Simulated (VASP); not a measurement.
# NaBeH2 (R-3m) in VASP: a series of runs

NaBeH2 is run at these levels: PBE; tasks: single point, relaxation of cell and atoms.

Program: VASP 6.6.1. These are calculated values, not measurements. Logs are shortened: lines on timing, memory, paths and dates and some standing lists are left out, and cuts for length are marked.

## 1. The cell of the first run

The structure is trigonal, space group R-3m (No. 166). The conventional cell has a = 3.470 Å, b = 3.470 Å, c = 14.329 Å, α = 90.00°, β = 90.00°, γ = 120.00°. Within 3.0 Å of Na (site symmetry -3m) lie 6 H at 2.25 Å. Within 1.8 Å of Be (site symmetry -3m) lie 2 H at 1.37 Å. H (site symmetry 3m) has 1 Be at 1.37 Å within 1.8 Å.

## 2. Single point, PBE

File INCAR:

```
SYSTEM = NaBeH2
  ALGO = Normal
  EDIFF = 1E-6
  ENCUT = 520
  GGA = PE
  ISIF = 2
  ISMEAR = 0
  LASPH = .True.
  LCHARG = .False.
  LREAL = .False.
  LWAVE = .False.
  NBANDS = 14
  NELM = 60
  PREC = Accurate
  SIGMA = 0.1
```

File KPOINTS:

```
k-points
0
Gamma
  6 6 6
  0 0 0
```

File POSCAR:

```
NaBeH2
1.0
    1.7349434801      1.0016700832      4.7762484235
   -1.7349434801      1.0016700832      4.7762484235
    0.0000000000     -2.0033401726      4.7762484221
Na Be H
1 1 2
Direct
    0.0000000000      0.0000000000      0.0000000000
    0.5000000000      0.5000000000      0.5000000000
    0.5952703990      0.5952703990      0.5952703990
    0.4047296010      0.4047296010      0.4047296010
```

Potentials or basis: VASP PAW PBE potentials, release 64 (Na_pv, Be, H).

Command:

```sh
> cat potpaw_PBE.64/Na_pv/POTCAR potpaw_PBE.64/Be/POTCAR potpaw_PBE.64/H/POTCAR > POTCAR
> mpirun -np 1 vasp_std > vasp.out
```

OUTCAR:

```text
SYSTEM = NaBeH2
   EDIFF = 1E-6
   ENCUT = 520
   GGA = PE
   ISIF = 2
   ISMEAR = 0
   LASPH = .True.
   LREAL = .False.
   NELM = 60
   PREC = Accurate

 ion  position               nearest neighbor table
   1  0.000  0.000  0.000-
   2  0.500  0.500  0.500-   3 1.37   4 1.37
   3  0.595  0.595  0.595-   2 1.37
   4  0.405  0.405  0.405-   2 1.37

  LATTYP: Found a trigonal (rhomboedric) cell.
 ALAT       =     5.1793745605
 COS(alpha) =     0.7755880294

  Lattice vectors:

 A1 = (   1.7349434801,   1.0016700832,   4.7762484235)
 A2 = (  -1.7349434801,   1.0016700832,   4.7762484235)
 A3 = (   0.0000000000,  -2.0033401726,   4.7762484221)

Analysis of symmetry for initial positions (statically):
=====================================================================
 Subroutine PRICEL returns:
 Original cell was already a primitive cell.

 Routine SETGRP: Setting up the symmetry group for a
 trigonal (rhombohedral) supercell.

 Subroutine GETGRP returns: Found 12 space group operations
 (whereof 12 operations were pure point group operations)
 out of a pool of 12 trial point group operations.

The static configuration has the point symmetry D_3d.

Analysis of symmetry for dynamics (positions and initial velocities):
=====================================================================
 Subroutine PRICEL returns:
 Original cell was already a primitive cell.

 Routine SETGRP: Setting up the symmetry group for a
 trigonal (rhombohedral) supercell.

 Subroutine GETGRP returns: Found 12 space group operations
 (whereof 12 operations were pure point group operations)
 out of a pool of 12 trial point group operations.

The dynamic configuration has the point symmetry D_3d.

 Subroutine INISYM returns: Found 12 space group operations
 (whereof 12 operations are pure point group operations),
 and found     1 'primitive' translations

----------------------------------------------------------------------------------------

                                     Primitive cell

  volume of cell :      49.8022

  direct lattice vectors                    reciprocal lattice vectors
     1.734943480  1.001670083  4.776248424     0.288193826  0.166388783  0.069789781
    -1.734943480  1.001670083  4.776248424    -0.288193826  0.166388783  0.069789781
     0.000000000 -2.003340173  4.776248422     0.000000000 -0.332777566  0.069789781

  length of vectors
     5.179374560  5.179374560  5.179374560     0.340016944  0.340016944  0.340016944

  position of ions in fractional coordinates (direct lattice)
     0.000000000  0.000000000  0.000000000
     0.500000000  0.500000000  0.500000000
     0.595270399  0.595270399  0.595270399
     0.404729601  0.404729601  0.404729601

  ion indices of the primitive-cell ions
   primitive index   ion index
                 1           1
                 2           2
                 3           3
                 4           4

----------------------------------------------------------------------------------------

 KPOINTS: k-points

Automatic generation of k-mesh.
 Grid dimensions read from file:
 generate k-points for:    6    6    6

 Generating k-lattice:

  Cartesian coordinates                     Fractional coordinates (reciprocal lattice)
     0.048032304  0.027731464  0.011631630     0.166666667  0.000000000 -0.000000000
    -0.048032304  0.027731464  0.011631630     0.000000000  0.166666667 -0.000000000
     0.000000000 -0.055462928  0.011631630     0.000000000  0.000000000  0.166666667

  Length of vectors
     0.056669491  0.056669491  0.056669491

  Shift w.r.t. Gamma in fractional coordinates (k-lattice)
     0.000000000  0.000000000  0.000000000

 Subroutine IBZKPT returns following result:
 ===========================================

 Found     32 irreducible k-points:

 Following reciprocal coordinates:
            Coordinates               Weight
  0.000000  0.000000  0.000000      1.000000
  0.166667 -0.000000  0.000000      6.000000
  0.333333  0.000000  0.000000      6.000000
  0.500000  0.000000 -0.000000      3.000000
  0.166667  0.166667  0.000000      6.000000
  0.333333  0.166667  0.000000     12.000000
[... 16 lines left out ...]
  0.500000  0.500000  0.166667      6.000000
 -0.333333  0.500000  0.166667     12.000000
 [... further k-points ...]
   k-points           NKPTS =     32   k-points in BZ     NKDIM =     32   number of bands    NBANDS=     14
   number of dos      NEDOS =    301   number of ions     NIONS =      4
   total plane-waves  NPLWV =  64000
   dimension x,y,z NGX =    40 NGY =   40 NGZ =   40
   dimension x,y,z NGXF=    80 NGYF=   80 NGZF=   80
   ions per type =               1   1   2
   NGX,Y,Z   is equivalent  to a cutoff of  12.84, 12.84, 12.84 a.u.
   NGXF,Y,Z  is equivalent  to a cutoff of  25.68, 25.68, 25.68 a.u.
 SYSTEM =  NaBeH2
   PREC   = accura    normal or accurate (medium, high low for compatibility)
   ISTART =      0    job   : 0-new  1-cont  2-samecut
   ICHARG =      2    charge: 1-file 2-atom 10-const
   ISPIN  =      1    spin polarized calculation?
   LNONCOLLINEAR =      F non collinear calculations
   LSORBIT =      F    spin-orbit coupling
   LASPH  =      T    aspherical Exc in radial PAW
   ENCUT  =  520.0 eV  38.22 Ry    6.18 a.u.   9.63  9.63  9.63*2*pi/ulx,y,z
   NELM   =     60;   NELMIN=  2; NELMDL= -5     # of ELM steps
   EDIFF  = 0.1E-05   stopping-criterion for ELM
   LREAL  =      F    real-space projection
   EDIFFG = 0.1E-04   stopping-criterion for IOM
   NSW    =      0    number of steps for IOM
   IBRION =     -1    ionic relax: 0-MD 1-quasi-New 2-CG
   NFREE  =      0    steps in history (QN), initial steepest desc. (CG)
   ISIF   =      2    stress and relaxation
   ISYM   =      2    0-nonsym 1-usesym 2-fastsym
   POTIM  = 0.5000    time-step for ionic-motion
   TEBEG  =    0.0;   TEEND  =   0.0 temperature during run
   PSTRESS=    0.0 pullay stress
   NELECT =      11.0000    total number of electrons
   NUPDOWN=      -1.0000    fix difference up-down
   EMIN   =  10.00;   EMAX   =-10.00  energy-range for DOS
   EFERMI =   0.00;   METHOD = LEGACY
   ISMEAR =     0;   SIGMA  =   0.10  broadening in eV -4-tet -1-fermi 0-gaus
   EFERMI_NEDOS =   21; number of points for ismear=-14 and -15
   IALGO  =     38    algorithm
   IMIX   =      4    mixing-type and parameters
     AMIX     =   0.40;   BMIX     =  1.00
     AMIX_MAG =   1.60;   BMIX_MAG =  1.00
  volume/ion in A,a.u.               =      12.45        84.02
  Fermi-wavevector in a.u.,A,eV,Ry     =   0.989592  1.870058 13.324090  0.979293
  Thomas-Fermi vector in A             =   2.121202
   LORBIT       =      0    0 simple, 1 ext, 2 COOP (PROOUT), +10 PAW based schemes
   GGA     = PE    functional components
   LHFCALC =     F    Hartree Fock is set to
   AEXX    =    0.0000 exact exchange contribution
   IVDW    =     0    specifies the selected vdW correction
   LEPSILON=     F    determine dielectric tensor
   LRPA    =     F    only Hartree local field effects (RPA)
 non-spin polarized calculation
 Gauss-broadening in eV      SIGMA  =   0.10
  energy-cutoff  :      520.00
  volume of cell :       49.80
 maximum number of plane-waves:      1373
 NGX is ok and might be reduce to    40
   NGX = 19   NGY = 19   NGZ = 19

 number of electron      11.0000000 magnetization

 Free energy of the ion-electron system (eV)
  ---------------------------------------------------
  ext. energy  EPLUGINS =         0.00000000
  ---------------------------------------------------
  free energy    TOTEN  =       -11.05967557 eV

  energy without entropy =      -11.05545818  energy(sigma->0) =      -11.05756688

 E-fermi :   1.3451     XC(G=0):  -7.8898

 val. band max:        1.1361262684   @ k =   0.5000   0.1667   0.1667
 cond. band min:       1.3472271830   @ k =   0.5000   0.5000   0.1667
 fundamental gap:      0.2111009146
 Fermi energy:         1.3451488642

 k-point     1 :       0.0000    0.0000    0.0000
  band No.  band energies     occupation
      1     -23.0443      2.00000
      2     -23.0443      2.00000
      3     -23.0371      2.00000
      4      -6.4049      2.00000
      5      -3.5661      2.00000
      6       2.2595      0.00000
      7       7.2793      0.00000
      8       7.2793      0.00000
      9       8.1988      0.00000
     10       9.7074      0.00000
     11      12.2717      0.00000
     12      12.2717      0.00000
     13      13.9724      0.00000
     14      13.9724      0.00000

 k-point     2 :       0.1667   -0.0000    0.0000
  band No.  band energies     occupation
      1     -23.0614      2.00000
      2     -23.0479      2.00000
      3     -23.0341      2.00000
      4      -6.0354      2.00000
      5      -3.4819      2.00000
      6       2.4537      0.00000
      7       5.1257      0.00000
      8       6.7323      0.00000
      9       8.0188      0.00000
     10       9.5654      0.00000
     11      11.6236      0.00000
     12      12.0350      0.00000
     13      13.1669      0.00000
     14      14.7324      0.00000

 k-point     3 :       0.3333    0.0000    0.0000
  band No.  band energies     occupation
      1     -23.0952      2.00000
      2     -23.0553      2.00000
      3     -23.0280      2.00000
      4      -5.0557      2.00000
      5      -3.3242      2.00000
      6       1.3713      0.71119
      7       4.5404      0.00000
      8       5.9362      0.00000
      9       6.6796      0.00000
     10       8.8743      0.00000
     11      10.6517      0.00000
     12      10.9401      0.00000
     13      11.6891      0.00000
     14      15.0366      0.00000

 k-point     4 :       0.5000    0.0000   -0.0000
  band No.  band energies     occupation
      1     -23.1120      2.00000
      2     -23.0589      2.00000
      3     -23.0250      2.00000
      4      -4.2496      2.00000
      5      -3.3364      2.00000
      6       0.2063      2.00000
      7       4.7256      0.00000
      8       5.6193      0.00000
      9       7.3709      0.00000
     10       7.9268      0.00000
     11       9.3998      0.00000
     12      10.2895      0.00000
     13      11.0423      0.00000
     14      15.2671      0.00000

 k-point     5 :       0.1667    0.1667    0.0000
  band No.  band energies     occupation
      1     -23.0614      2.00000
      2     -23.0480      2.00000
      3     -23.0342      2.00000
      4      -5.9945      2.00000
      5      -3.5749      2.00000
      6       2.5777      0.00000
      7       5.1952      0.00000
      8       6.6336      0.00000
      9       7.8835      0.00000
     10       9.3308      0.00000
     11      12.1817      0.00000
[... 276 lines left out ...]
 k-point    22 :      -0.1667    0.3333    0.1667
  band No.  band energies     occupation
      1     -23.1030      2.00000
      2     -23.0679      2.00000
      3     -23.0251      2.00000
      4      -4.3402      2.00000
      5      -3.3099      2.00000
      6       1.0531      1.99996
      7       3.4662      0.00000
      8       5.2395      0.00000
      9       5.7850      0.00000
     10       9.0152      0.00000
     11       9.9020      0.00000
     12      12.6727      0.00000
     13      12.9967      0.00000
     14      14.7456      0.00000

 k-point    23 :       0.5000    0.5000    0.1667
  band No.  band energies     occupation
      1     -23.0952      2.00000
      2     -23.0553      2.00000
      3     -23.0288      2.00000
      4      -4.5749      2.00000
      5      -3.9813      2.00000
      6       1.3472      0.97655
      7       5.0029      0.00000
      8       5.6965      0.00000
      9       6.8694      0.00000
     10       8.1239      0.00000
     11      11.1847      0.00000
     12      13.0215      0.00000
     13      13.2454      0.00000
     14      14.0611      0.00000

 k-point    24 :      -0.3333    0.5000    0.1667
  band No.  band energies     occupation
      1     -23.1030      2.00000
      2     -23.0679      2.00000
      3     -23.0255      2.00000
      4      -3.8970      2.00000
      5      -3.7854      2.00000
      6       0.8390      2.00000
      7       3.3917      0.00000
      8       4.9723      0.00000
      9       7.1885      0.00000
     10       8.6542      0.00000
     11      10.4890      0.00000
     12      12.2942      0.00000
     13      12.7848      0.00000
     14      13.5726      0.00000

 [... further k-points ...]
[... 5 lines left out ...]
  --------------------------------------------------------------------------------------
  -------------------------------------------------------------------------------------
  Total       -0.0256867     -0.0256867     -0.0224781      0.0000000     -0.0000000     -0.0000000
  in kB       -0.8263636     -0.8263636     -0.7231383      0.0000000     -0.0000000     -0.0000000
  external PRESSURE =      -0.7919552 kB  Pullay stress =       0.0000000 kB

 VOLUME and BASIS-vectors are now :
 -----------------------------------------------------------------------------
  energy-cutoff  :      520.00
  volume of cell :       49.80
      direct lattice vectors                 reciprocal lattice vectors
     1.734943480  1.001670083  4.776248424     0.288193826  0.166388783  0.069789781
    -1.734943480  1.001670083  4.776248424    -0.288193826  0.166388783  0.069789781
     0.000000000 -2.003340173  4.776248422     0.000000000 -0.332777566  0.069789781

 POSITION                                       TOTAL-FORCE (eV/Angst)
 -----------------------------------------------------------------------------------
      0.00000      0.00000      0.00000        -0.000000     -0.000000      0.000000
      0.00000     -0.00000      7.16437         0.000000      0.000000      0.000000
      0.00000     -0.00000      8.52948        -0.000000      0.000000     -0.002643
      0.00000     -0.00000      5.79927        -0.000000     -0.000000      0.002643
 -----------------------------------------------------------------------------------
    total drift:                               -0.000000     -0.000000     -0.000000

  FREE ENERGIE OF THE ION-ELECTRON SYSTEM (eV)
  ---------------------------------------------------
  free  energy   TOTEN  =       -11.0596755738 eV

  energy  without entropy=      -11.0554581773  energy(sigma->0) =      -11.05756688
```

Wall time 14 s (1 thread of Intel Xeon 6975P-C (Granite Rapids), shared host); peak memory 0.23 GiB.

Results:

```yaml
Free_energy: -11.0597 eV
Pressure: -0.1 GPa
```

Forces in eV/Å, atoms in the order of the input:
```
Na   0.000  0.000  0.000
Be   0.000  0.000  0.000
H    0.000  0.000 -0.003
H    0.000  0.000  0.003
```

[end of part 1 of 2]
